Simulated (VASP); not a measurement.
# Ta2NbO2 (P6/mmm) in VASP: further runs

Ta2NbO2 is run at these levels: PBE; tasks: single point, relaxation of cell and atoms.

Everything below comes from runs of VASP 6.6.1. Logs are shortened: lines on timing, memory, paths and dates and some standing lists are left out, and cuts for length are marked.

## 1. The cell of the first run

The structure is hexagonal, space group P6/mmm (No. 191). The conventional cell has a = 4.595 Å, b = 4.595 Å, c = 3.972 Å, α = 90.00°, β = 90.00°, γ = 120.00°. Within 2.7 Å of Ta (site symmetry -6m2) lie 2 O at 1.99 Å and 3 Ta at 2.65 Å. Nb (site symmetry 6/mmm) has 6 O at 2.65 Å and 12 Ta at 3.31 Å within 3.5 Å. Within 2.7 Å of O (site symmetry -6m2) lie 2 Ta at 1.99 Å and 3 Nb at 2.65 Å and 3 O at 2.65 Å.

The cell was generated, and may not be a known phase.

## 2. Single point, PBE

Contents of INCAR:

```
SYSTEM = Ta2NbO2
ALGO = Normal ; EDIFF = 1E-6
ENCUT = 520 ; GGA = PE
ISIF = 2 ; ISMEAR = 0
LASPH = .TRUE. ; LCHARG = .FALSE.
LREAL = .FALSE. ; LWAVE = .FALSE.
NBANDS = 32 ; NELM = 80
PREC = Accurate ; SIGMA = 0.1
```

Contents of KPOINTS:

```
k-points
0
G
  12 12 10
  0 0 0
```

Contents of POSCAR:

```
Ta2NbO2
1.0
    4.5948479633      0.0000000000      0.0000000000
   -2.2974239816      3.9792550628      0.0000000000
    0.0000000000      0.0000000000      3.9720656926
Ta Nb O
2 1 2
Direct
    0.3333333333      0.6666666667      0.5000000000
    0.6666666667      0.3333333333      0.5000000000
    0.0000000000      0.0000000000      0.0000000000
    0.3333333333      0.6666666667      0.0000000000
    0.6666666667      0.3333333333      0.0000000000
```

Potentials or basis: VASP PAW PBE potentials, release 64 (Ta_pv, Nb_sv, O).

On the command line:

```sh
> cat potpaw_PBE.64/Ta_pv/POTCAR potpaw_PBE.64/Nb_sv/POTCAR potpaw_PBE.64/O/POTCAR > POTCAR
> mpirun -np 1 vasp_std > vasp.out
```

OUTCAR:

```text
SYSTEM = Ta2NbO2
   EDIFF = 1E-6
   ENCUT = 520
   GGA = PE
   ISIF = 2
   ISMEAR = 0
   LASPH = .TRUE.
   LREAL = .FALSE.
   NELM = 80
   PREC = Accurate

 ion  position               nearest neighbor table
   1  0.333  0.667  0.500-   4 1.99   4 1.99   2 2.65   2 2.65   2 2.65   3 3.31   3 3.31   3 3.31
                             3 3.31   3 3.31   3 3.31
   2  0.667  0.333  0.500-   5 1.99   5 1.99   1 2.65   1 2.65   1 2.65   3 3.31   3 3.31   3 3.31
                             3 3.31   3 3.31   3 3.31
   3  0.000  0.000  0.000-   1 3.31   2 3.31   1 3.31   2 3.31   2 3.31   2 3.31   1 3.31   1 3.31
                             2 3.31   2 3.31   1 3.31   1 3.31
   4  0.333  0.667  0.000-   1 1.99   1 1.99
   5  0.667  0.333  0.000-   2 1.99   2 1.99

  LATTYP: Found a hexagonal cell.
 ALAT       =     4.5948479633
 C/A-ratio  =     0.8644607448

  Lattice vectors:

 A1 = (   4.5948479633,   0.0000000000,   0.0000000000)
 A2 = (  -2.2974239816,   3.9792550628,   0.0000000000)
 A3 = (   0.0000000000,   0.0000000000,   3.9720656926)

Analysis of symmetry for initial positions (statically):
=====================================================================
 Subroutine PRICEL returns:
 Original cell was already a primitive cell.

 Routine SETGRP: Setting up the symmetry group for a
 hexagonal supercell.

 Subroutine GETGRP returns: Found 24 space group operations
 (whereof 24 operations were pure point group operations)
 out of a pool of 24 trial point group operations.

The static configuration has the point symmetry D_6h.

Analysis of symmetry for dynamics (positions and initial velocities):
=====================================================================
 Subroutine PRICEL returns:
 Original cell was already a primitive cell.

 Routine SETGRP: Setting up the symmetry group for a
 hexagonal supercell.

 Subroutine GETGRP returns: Found 24 space group operations
 (whereof 24 operations were pure point group operations)
 out of a pool of 24 trial point group operations.

The dynamic configuration has the point symmetry D_6h.

 Subroutine INISYM returns: Found 24 space group operations
 (whereof 24 operations are pure point group operations),
 and found     1 'primitive' translations

----------------------------------------------------------------------------------------

                                     Primitive cell

  volume of cell :      72.6255

  direct lattice vectors                    reciprocal lattice vectors
     4.594847963  0.000000000  0.000000000     0.217635057  0.125651659  0.000000000
    -2.297423982  3.979255063  0.000000000     0.000000000  0.251303318  0.000000000
     0.000000000  0.000000000  3.972065693     0.000000000  0.000000000  0.251758173

  length of vectors
     4.594847963  4.594847963  3.972065693     0.251303318  0.251303318  0.251758173

  position of ions in fractional coordinates (direct lattice)
     0.333333333  0.666666667  0.500000000
     0.666666667  0.333333333  0.500000000
     0.000000000  0.000000000  0.000000000
     0.333333333  0.666666667  0.000000000
     0.666666667  0.333333333  0.000000000

  ion indices of the primitive-cell ions
   primitive index   ion index
                 1           1
                 2           2
                 3           3
                 4           4
                 5           5

----------------------------------------------------------------------------------------

 KPOINTS: k-points

Automatic generation of k-mesh.
 Grid dimensions read from file:
 generate k-points for:   12   12   10

 Generating k-lattice:

  Cartesian coordinates                     Fractional coordinates (reciprocal lattice)
     0.018136255  0.010470972  0.000000000     0.083333333  0.000000000  0.000000000
     0.000000000  0.020941943  0.000000000     0.000000000  0.083333333  0.000000000
     0.000000000  0.000000000  0.025175817     0.000000000  0.000000000  0.100000000

  Length of vectors
     0.020941943  0.020941943  0.025175817

  Shift w.r.t. Gamma in fractional coordinates (k-lattice)
     0.000000000  0.000000000  0.000000000

 Subroutine IBZKPT returns following result:
 ===========================================

 Found    114 irreducible k-points:

 Following reciprocal coordinates:
            Coordinates               Weight
  0.000000  0.000000  0.000000      1.000000
  0.083333  0.000000  0.000000      6.000000
  0.166667  0.000000  0.000000      6.000000
  0.250000  0.000000  0.000000      6.000000
  0.333333  0.000000  0.000000      6.000000
  0.416667  0.000000  0.000000      6.000000
[... 16 lines left out ...]
  0.250000  0.000000  0.100000     12.000000
  0.333333  0.000000  0.100000     12.000000
 [... further k-points ...]
   k-points           NKPTS =    114   k-points in BZ     NKDIM =    114   number of bands    NBANDS=     32
   number of dos      NEDOS =    301   number of ions     NIONS =      5
   total plane-waves  NPLWV =  38880
   dimension x,y,z NGX =    36 NGY =   36 NGZ =   30
   dimension x,y,z NGXF=    72 NGYF=   72 NGZF=   60
   ions per type =               2   1   2
   NGX,Y,Z   is equivalent  to a cutoff of  13.03, 13.03, 12.56 a.u.
   NGXF,Y,Z  is equivalent  to a cutoff of  26.05, 26.05, 25.11 a.u.
 SYSTEM =  Ta2NbO2
   PREC   = accura    normal or accurate (medium, high low for compatibility)
   ISTART =      0    job   : 0-new  1-cont  2-samecut
   ICHARG =      2    charge: 1-file 2-atom 10-const
   ISPIN  =      1    spin polarized calculation?
   LNONCOLLINEAR =      F non collinear calculations
   LSORBIT =      F    spin-orbit coupling
   LASPH  =      T    aspherical Exc in radial PAW
   ENCUT  =  520.0 eV  38.22 Ry    6.18 a.u.   8.54  8.54  7.39*2*pi/ulx,y,z
   NELM   =     80;   NELMIN=  2; NELMDL= -5     # of ELM steps
   EDIFF  = 0.1E-05   stopping-criterion for ELM
   LREAL  =      F    real-space projection
   EDIFFG = 0.1E-04   stopping-criterion for IOM
   NSW    =      0    number of steps for IOM
   IBRION =     -1    ionic relax: 0-MD 1-quasi-New 2-CG
   NFREE  =      0    steps in history (QN), initial steepest desc. (CG)
   ISIF   =      2    stress and relaxation
   ISYM   =      2    0-nonsym 1-usesym 2-fastsym
   POTIM  = 0.5000    time-step for ionic-motion
   TEBEG  =    0.0;   TEEND  =   0.0 temperature during run
   PSTRESS=    0.0 pullay stress
   NELECT =      47.0000    total number of electrons
   NUPDOWN=      -1.0000    fix difference up-down
   EMIN   =  10.00;   EMAX   =-10.00  energy-range for DOS
   EFERMI =   0.00;   METHOD = LEGACY
   ISMEAR =     0;   SIGMA  =   0.10  broadening in eV -4-tet -1-fermi 0-gaus
   EFERMI_NEDOS =   21; number of points for ismear=-14 and -15
   IALGO  =     38    algorithm
   IMIX   =      4    mixing-type and parameters
     AMIX     =   0.40;   BMIX     =  1.00
     AMIX_MAG =   1.60;   BMIX_MAG =  1.00
  volume/ion in A,a.u.               =      14.53        98.02
  Fermi-wavevector in a.u.,A,eV,Ry     =   1.416047  2.675941 27.282254  2.005189
  Thomas-Fermi vector in A             =   2.537422
   LORBIT       =      0    0 simple, 1 ext, 2 COOP (PROOUT), +10 PAW based schemes
   GGA     = PE    functional components
   LHFCALC =     F    Hartree Fock is set to
   AEXX    =    0.0000 exact exchange contribution
   IVDW    =     0    specifies the selected vdW correction
   LEPSILON=     F    determine dielectric tensor
   LRPA    =     F    only Hartree local field effects (RPA)
 non-spin polarized calculation
 Gauss-broadening in eV      SIGMA  =   0.10
  energy-cutoff  :      520.00
  volume of cell :       72.63
 maximum number of plane-waves:      1977
 NGX is ok and might be reduce to    36
   NGX = 17   NGY = 17   NGZ = 15

 number of electron      47.0000000 magnetization

 Free energy of the ion-electron system (eV)
  ---------------------------------------------------
  ext. energy  EPLUGINS =         0.00000000
  ---------------------------------------------------
  free energy    TOTEN  =       -47.82368166 eV

  energy without entropy =      -47.80362516  energy(sigma->0) =      -47.81365341

 E-fermi :   7.3854     XC(G=0): -12.0630

 val. band max:        7.3788368526   @ k =   0.1667   0.0000   0.4000
 cond. band min:       7.3857352137   @ k =   0.0000   0.0000   0.0000
 fundamental gap:      0.0068983611
 Fermi energy:         7.3854093422

 k-point     1 :       0.0000    0.0000    0.0000
  band No.  band energies     occupation
      1     -48.9587      2.00000
      2     -27.5373      2.00000
      3     -27.5192      2.00000
      4     -27.5192      2.00000
      5     -27.2604      2.00000
      6     -26.5250      2.00000
[... 24 lines left out ...]
     31      11.1523      0.00000
     32      11.2399      0.00000

 k-point     2 :       0.0833    0.0000    0.0000
  band No.  band energies     occupation
      1     -48.9587      2.00000
      2     -27.5330      2.00000
      3     -27.5258      2.00000
      4     -27.5077      2.00000
      5     -27.2646      2.00000
      6     -26.5367      2.00000
[... 24 lines left out ...]
     31      10.7608      0.00000
     32      11.3086      0.00000

 k-point     3 :       0.1667    0.0000    0.0000
  band No.  band energies     occupation
      1     -48.9586      2.00000
      2     -27.5432      2.00000
      3     -27.5204      2.00000
      4     -27.4742      2.00000
      5     -27.2767      2.00000
      6     -26.5711      2.00000
[... 24 lines left out ...]
     31       9.8861      0.00000
     32      11.1294      0.00000

 k-point     4 :       0.2500    0.0000    0.0000
  band No.  band energies     occupation
      1     -48.9585      2.00000
      2     -27.5660      2.00000
      3     -27.5011      2.00000
      4     -27.4227      2.00000
      5     -27.2956      2.00000
      6     -26.6249      2.00000
[... 654 lines left out ...]
     31       9.8858      0.00000
     32      11.2140      0.00000

 k-point    23 :       0.2500    0.0000    0.1000
  band No.  band energies     occupation
      1     -48.9584      2.00000
      2     -27.5651      2.00000
      3     -27.5163      2.00000
      4     -27.4220      2.00000
      5     -27.3085      2.00000
      6     -26.6248      2.00000
[... 24 lines left out ...]
     31       9.4879      0.00000
     32      11.0817      0.00000

 k-point    24 :       0.3333    0.0000    0.1000
  band No.  band energies     occupation
      1     -48.9584      2.00000
      2     -27.5867      2.00000
      3     -27.4928      2.00000
      4     -27.3610      2.00000
      5     -27.3319      2.00000
      6     -26.6895      2.00000
[... 24 lines left out ...]
     31      10.1767      0.00000
     32      10.9008      0.00000

 [... further k-points ...]
[... 5 lines left out ...]
  --------------------------------------------------------------------------------------
  -------------------------------------------------------------------------------------
  Total       -0.0119254     -0.0119254      0.4117924     -0.0000000     -0.0000000     -0.0000000
  in kB       -0.2630837     -0.2630837      9.0844690     -0.0000000     -0.0000000     -0.0000000
  external PRESSURE =       2.8527672 kB  Pullay stress =       0.0000000 kB

 VOLUME and BASIS-vectors are now :
 -----------------------------------------------------------------------------
  energy-cutoff  :      520.00
  volume of cell :       72.63
      direct lattice vectors                 reciprocal lattice vectors
     4.594847963  0.000000000  0.000000000     0.217635057  0.125651659  0.000000000
    -2.297423982  3.979255063  0.000000000     0.000000000  0.251303318  0.000000000
     0.000000000  0.000000000  3.972065693     0.000000000  0.000000000  0.251758173

 POSITION                                       TOTAL-FORCE (eV/Angst)
 -----------------------------------------------------------------------------------
     -0.00000      2.65284      1.98603         0.000000     -0.000000      0.000000
      2.29742      1.32642      1.98603        -0.000000     -0.000000      0.000000
      0.00000      0.00000      0.00000         0.000000     -0.000000      0.000000
     -0.00000      2.65284      0.00000        -0.000000      0.000000      0.000000
      2.29742      1.32642      0.00000         0.000000     -0.000000     -0.000000
 -----------------------------------------------------------------------------------
    total drift:                               -0.000000      0.000000      0.000000

  FREE ENERGIE OF THE ION-ELECTRON SYSTEM (eV)
  ---------------------------------------------------
  free  energy   TOTEN  =       -47.8236816607 eV

  energy  without entropy=      -47.8036251589  energy(sigma->0) =      -47.81365341
```

It took 6.6 min on 1 thread of Intel Xeon 8259CL, shared host; peak memory 0.37 GiB.

Results:

```yaml
Free_energy: -47.8237 eV
Pressure: 0.3 GPa
Band_gap_on_the_k_mesh: zero (an odd number of electrons rules out a gap without spin polarisation)
```

Stress tensor (GPa, compression positive):
```
-0.03  0.00  0.00
 0.00 -0.03  0.00
 0.00  0.00  0.91
```

Caveat: spin-orbit coupling is left out, which moves the levels of the heavy elements; an odd number of electrons without spin polarisation forces a metal; a magnetic or distorted state may lie lower.

(Continued in part 2 of 2.)

The gap in the log of VASP goes by the Fermi energy; the results here count the filled bands.